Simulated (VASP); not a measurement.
# KScS2 (P4/mmm) in VASP: settings compared, part 2 of 2

VASP 6.6.1.

## (3) Single point, r2SCAN (20.91 Å³/atom)

This run uses another cell than the first one, of 20.91 Å³/atom.

Input file POSCAR:

```
KScS2
1.0
    3.9528842915      0.0000000000      0.0000000000
    0.0000000000      3.9528842915      0.0000000000
    0.0000000000      0.0000000000      5.3539208547
K S Sc
1 2 1
Direct
    0.0000000000      0.0000000000      0.0000000000
    0.0000000000      0.0000000000      0.5000000000
    0.5000000000      0.5000000000      0.0000000000
    0.5000000000      0.5000000000      0.5000000000
```

Input file INCAR.step1:

```
SYSTEM = KScS2
  PREC = Accurate
  ENCUT = 520
  ISMEAR = -1
  SIGMA = 0.02
  LREAL = .FALSE.
  LASPH = .TRUE.
  NELM = 80
  NBANDS = 24
  GGA = PE
  ALGO = Normal
  EDIFF = 1E-4
  LWAVE = .TRUE.
  LCHARG = .FALSE.
```

Input file INCAR.step2:

```
SYSTEM = KScS2
  PREC = Accurate
  ENCUT = 520
  EDIFF = 1E-6
  ISMEAR = -1
  SIGMA = 0.02
  LREAL = .FALSE.
  LASPH = .TRUE.
  NELM = 80
  ALGO = Normal
  ISIF = 2
  LWAVE = .FALSE.
  LCHARG = .FALSE.
  METAGGA = R2SCAN
  LMIXTAU = .TRUE.
  NBANDS = 24
  ISTART = 1
```

Input file KPOINTS:

```
regular mesh
0
G
  6 6 4
  0 0 0
```

Potentials or basis: VASP PAW PBE potentials, release 64 (K_sv, S, Sc_sv).

Launch:

```sh
cat potpaw_PBE.64/K_sv/POTCAR potpaw_PBE.64/S/POTCAR potpaw_PBE.64/Sc_sv/POTCAR > POTCAR
cp INCAR.step1 INCAR
mpirun -np 1 vasp_std > vasp.out
cp INCAR.step2 INCAR
mpirun -np 1 vasp_std > vasp.out
```

Run time: 3.8 min. Hardware: 1 thread of Intel Xeon Platinum 8375C at 2.90GHz (Ice Lake), shared host; peak memory 0.23 GiB.

The run converged. Its results:

```
Free energy            : -39.2423 eV
Pressure               : 4.8 GPa
Band gap on the k mesh : 0.18 eV
```

Stress tensor (GPa, compression positive):
```
4.33 0.00 0.00
0.00 4.33 0.00
0.00 0.00 5.86
```

Levels at points of the mesh, in eV from the valence-band top:
```csv
k point,band 13,band 14,band 15,band 16,band 17,band 18,band 19,band 20
"(0.00, 0.00, 0.00)",-2.12,-0.41,0.00,0.00,0.18,1.30,1.64,1.64
"(0.50, 0.00, 0.00)",-2.20,-2.06,-1.55,-0.94,1.87,2.13,2.29,2.59
"(0.50, 0.50, 0.00)",-1.73,-0.81,-0.57,-0.57,0.76,0.76,2.07,2.32
"(0.00, 0.00, 0.50)",-2.17,-2.17,-0.54,-0.54,0.26,1.32,2.51,2.64
"(0.50, 0.00, 0.50)",-3.09,-2.73,-1.29,-1.20,2.18,2.61,2.72,4.04
"(0.50, 0.50, 0.50)",-3.02,-2.04,-1.36,-1.36,2.28,2.28,2.36,2.43
```

Caveat: the cell stands under pressure; semilocal functionals underestimate gaps, and a narrow one can read as zero; the PAW data sets were made with another functional, which shifts forces and pressure a little.

## (4) Single point, r2SCAN (21.58 Å³/atom)

This run uses another cell than the first one, of 21.58 Å³/atom.

Input file POSCAR:

```
KScS2
1.0
    3.9944966578      0.0000000000      0.0000000000
    0.0000000000      3.9944966578      0.0000000000
    0.0000000000      0.0000000000      5.4102820581
K S Sc
1 2 1
Direct
    0.0000000000      0.0000000000      0.0000000000
    0.0000000000      0.0000000000      0.5000000000
    0.5000000000      0.5000000000      0.0000000000
    0.5000000000      0.5000000000      0.5000000000
```

Input file INCAR.step1:

```
SYSTEM = KScS2
PREC = Accurate
ENCUT = 520
ISMEAR = -1
SIGMA = 0.02
LREAL = .False.
LASPH = .True.
NELM = 60
NBANDS = 24
GGA = PE
ALGO = Normal
EDIFF = 1E-4
LWAVE = .True.
LCHARG = .False.
```

Input file INCAR.step2:

```
SYSTEM = KScS2
PREC = Accurate
ENCUT = 520
EDIFF = 1E-7
ISMEAR = -1
SIGMA = 0.02
LREAL = .False.
LASPH = .True.
NELM = 60
ALGO = Normal
ISIF = 2
LWAVE = .False.
LCHARG = .False.
METAGGA = R2SCAN
LMIXTAU = .True.
NBANDS = 24
ISTART = 1
```

Input file KPOINTS:

```
regular mesh
0
Gamma
  6 6 4
  0 0 0
```

Launch:

```sh
cat potpaw_PBE.64/K_sv/POTCAR potpaw_PBE.64/S/POTCAR potpaw_PBE.64/Sc_sv/POTCAR > POTCAR
cp INCAR.step1 INCAR
mpirun -np 1 vasp_std > vasp.out
cp INCAR.step2 INCAR
mpirun -np 1 vasp_std > vasp.out
```

It took 4.2 min on 1 thread of Intel Xeon Platinum 8375C at 2.90GHz (Ice Lake), shared host; peak memory 0.23 GiB.

Results (log left out):

```
Free energy            : -39.3026 eV
Pressure               : 2.4 GPa
Band gap on the k mesh : 0.22 eV
```

Stress tensor (GPa, compression positive):
```
2.10 0.00 0.00
0.00 2.10 0.00
0.00 0.00 2.88
```

Levels at points of the mesh, in eV from the valence-band top:
```csv
k point,band 12,band 13,band 14,band 15,band 16,band 17,band 18,band 19,band 20,band 21
"(0.00, 0.00, 0.00)",-2.08,-2.08,-0.42,0.00,0.00,0.22,1.26,1.61,1.61,1.92
"(0.50, 0.00, 0.00)",-2.93,-2.13,-1.97,-1.53,-0.87,1.80,2.04,2.20,2.48,3.88
"(0.50, 0.50, 0.00)",-3.55,-1.69,-0.83,-0.57,-0.57,0.79,0.79,1.99,2.20,2.32
"(0.00, 0.00, 0.50)",-2.41,-2.12,-2.12,-0.52,-0.52,0.30,1.27,2.38,2.53,2.53
"(0.50, 0.00, 0.50)",-3.16,-3.00,-2.64,-1.21,-1.12,2.09,2.51,2.61,3.85,4.59
"(0.50, 0.50, 0.50)",-3.59,-2.93,-1.97,-1.33,-1.33,2.20,2.20,2.24,2.32,2.48
```

Caveat: semilocal functionals underestimate gaps, and a narrow one can read as zero; the PAW data sets were made with another functional, which shifts forces and pressure a little. A k mesh can miss the band edges.

## (5) Single point, r2SCAN

Input file POSCAR:

```
KScS2
1.0
    4.0352596431      0.0000000000      0.0000000000
    0.0000000000      4.0352596431      0.0000000000
    0.0000000000      0.0000000000      5.4654928312
K S Sc
1 2 1
Direct
    0.0000000000      0.0000000000      0.0000000000
    0.0000000000      0.0000000000      0.5000000000
    0.5000000000      0.5000000000      0.0000000000
    0.5000000000      0.5000000000      0.5000000000
```

Input file INCAR.step1:

```
PREC = Accurate
ENCUT = 520
ISMEAR = -1
SIGMA = 0.02
LREAL = F
LASPH = T
NELM = 80
NBANDS = 24
GGA = PE
ALGO = Normal
EDIFF = 1E-4
LWAVE = T
LCHARG = F
```

Input file INCAR.step2:

```
PREC = Accurate
ENCUT = 520
EDIFF = 1E-7
ISMEAR = -1
SIGMA = 0.02
LREAL = F
LASPH = T
NELM = 80
ALGO = Normal
ISIF = 2
LWAVE = F
LCHARG = F
METAGGA = R2SCAN
LMIXTAU = T
NBANDS = 24
ISTART = 1
```

Input file KPOINTS:

```
Automatic mesh
0
Gamma
  6 6 4
```

Launch:

```sh
cat potpaw_PBE.64/K_sv/POTCAR potpaw_PBE.64/S/POTCAR potpaw_PBE.64/Sc_sv/POTCAR > POTCAR
cp INCAR.step1 INCAR
mpirun -np 1 vasp_std > vasp.out
cp INCAR.step2 INCAR
mpirun -np 1 vasp_std > vasp.out
```

Wall time 6.1 min (1 thread of Intel Xeon Platinum 8375C at 2.90GHz (Ice Lake), shared host); peak memory 0.23 GiB.

Results (log left out):

| Property | Result |
| --- | --- |
| Free energy | -39.3246 eV |
| Pressure | 0.2 GPa |
| Band gap on the k mesh | 0.26 eV |

Stress tensor (GPa, compression positive):
```
0.18 0.00 0.00
0.00 0.18 0.00
0.00 0.00 0.33
```

Levels at points of the mesh, in eV from the valence-band top:
```
           k point  band 13  band 14  band 15  band 16  band 17  band 18  band 19  band 20
(0.00, 0.00, 0.00)    -2.03    -0.43     0.00     0.00     0.26     1.22     1.56     1.56
(0.50, 0.00, 0.00)    -2.07    -1.88    -1.51    -0.81     1.74     1.95     2.12     2.37
(0.50, 0.50, 0.00)    -1.65    -0.84    -0.56    -0.56     0.81     0.81     1.92     2.09
(0.00, 0.00, 0.50)    -2.07    -2.07    -0.50    -0.50     0.33     1.23     2.26     2.43
(0.50, 0.00, 0.50)    -2.91    -2.56    -1.15    -1.05     2.00     2.41     2.50     3.68
(0.50, 0.50, 0.50)    -2.84    -1.90    -1.29    -1.29     2.12     2.12     2.12     2.21
```

Caveat: semilocal functionals underestimate gaps, and a narrow one can read as zero; the PAW data sets were made with another functional, which shifts forces and pressure a little.

## (6) Single point, r2SCAN (22.92 Å³/atom)

This run uses another cell than the first one, of 22.92 Å³/atom.

Input file POSCAR:

```
KScS2
1.0
    4.0752153074      0.0000000000      0.0000000000
    0.0000000000      4.0752153074      0.0000000000
    0.0000000000      0.0000000000      5.5196101411
K S Sc
1 2 1
Direct
    0.0000000000      0.0000000000      0.0000000000
    0.0000000000      0.0000000000      0.5000000000
    0.5000000000      0.5000000000      0.0000000000
    0.5000000000      0.5000000000      0.5000000000
```

Input file INCAR.step1:

```
SYSTEM = KScS2
ALGO = Normal
EDIFF = 1E-4
ENCUT = 520
GGA = PE
ISMEAR = -1
LASPH = .True.
LCHARG = .False.
LREAL = .False.
LWAVE = .True.
NBANDS = 24
NELM = 60
PREC = Accurate
SIGMA = 0.02
```

Input file INCAR.step2:

```
SYSTEM = KScS2
ALGO = Normal
EDIFF = 1E-6
ENCUT = 520
ISIF = 2
ISMEAR = -1
ISTART = 1
LASPH = .True.
LCHARG = .False.
LMIXTAU = .True.
LREAL = .False.
LWAVE = .False.
METAGGA = R2SCAN
NBANDS = 24
NELM = 60
PREC = Accurate
SIGMA = 0.02
```

Input file KPOINTS:

```
k-points
0
Gamma
  6 6 4
  0 0 0
```

Potentials or basis: VASP PAW PBE potentials, release 64 (K_sv, S, Sc_sv).

Launch:

```sh
cat potpaw_PBE.64/K_sv/POTCAR potpaw_PBE.64/S/POTCAR potpaw_PBE.64/Sc_sv/POTCAR > POTCAR
cp INCAR.step1 INCAR
mpirun -np 1 vasp_std > vasp.out
cp INCAR.step2 INCAR
mpirun -np 1 vasp_std > vasp.out
```

Wall time 6.1 min (1 thread of Intel Xeon Platinum 8375C at 2.90GHz (Ice Lake), shared host); peak memory 0.23 GiB.

It converged, with:

| Item | Value |
| --- | --- |
| Free energy | -39.3137 eV |
| Pressure | -1.6 GPa |
| Band gap on the k mesh | 0.29 eV |

Stress tensor (GPa, compression positive):
```
-1.46  0.00  0.00
 0.00 -1.46  0.00
 0.00  0.00 -1.85
```

Levels at points of the mesh, in eV from the valence-band top:
```csv
k point,band 14,band 15,band 16,band 17,band 18,band 19
"(0.00, 0.00, 0.00)",-0.44,0.00,0.00,0.29,1.18,1.52
"(0.50, 0.00, 0.00)",-1.80,-1.49,-0.75,1.68,1.87,2.04
"(0.50, 0.50, 0.00)",-0.85,-0.56,-0.56,0.83,0.83,1.84
"(0.00, 0.00, 0.50)",-2.02,-0.48,-0.48,0.35,1.19,2.14
"(0.50, 0.00, 0.50)",-2.48,-1.08,-0.99,1.91,2.31,2.39
"(0.50, 0.50, 0.50)",-1.84,-1.26,-1.26,2.00,2.05,2.05
```

Caveat: semilocal functionals underestimate gaps, and a narrow one can read as zero; the PAW data sets were made with another functional, which shifts forces and pressure a little.

## (7) Overview

```csv
level,cell,k mesh,gap on the mesh (eV),pressure (GPa)
PBE,"a = 4.035, b = 4.035, c = 5.465 Å, 4 atoms",6 × 6 × 6,0.05,0.8
r2SCAN,"a = 3.953, b = 3.953, c = 5.354 Å, 4 atoms",6 × 6 × 4,0.18,4.8
r2SCAN,"a = 3.994, b = 3.994, c = 5.410 Å, 4 atoms",6 × 6 × 4,0.22,2.4
r2SCAN,"a = 4.035, b = 4.035, c = 5.465 Å, 4 atoms",6 × 6 × 4,0.26,0.2
r2SCAN,"a = 4.075, b = 4.075, c = 5.520 Å, 4 atoms",6 × 6 × 4,0.29,-1.6
```

Alike in all rows: task single point; potentials or basis VASP PAW PBE potentials, release 64 (K_sv, S, Sc_sv); no spin polarisation; cutoff (eV) 520; smearing fermi-dirac 0.02 eV.

Caveats: semilocal functionals underestimate gaps, and a narrow one can read as zero; the PAW data sets were made with another functional, which shifts forces and pressure a little (at least some runs); the cell stands under pressure (at least some runs).

Absolute energies hang on the potentials; compare differences alone.
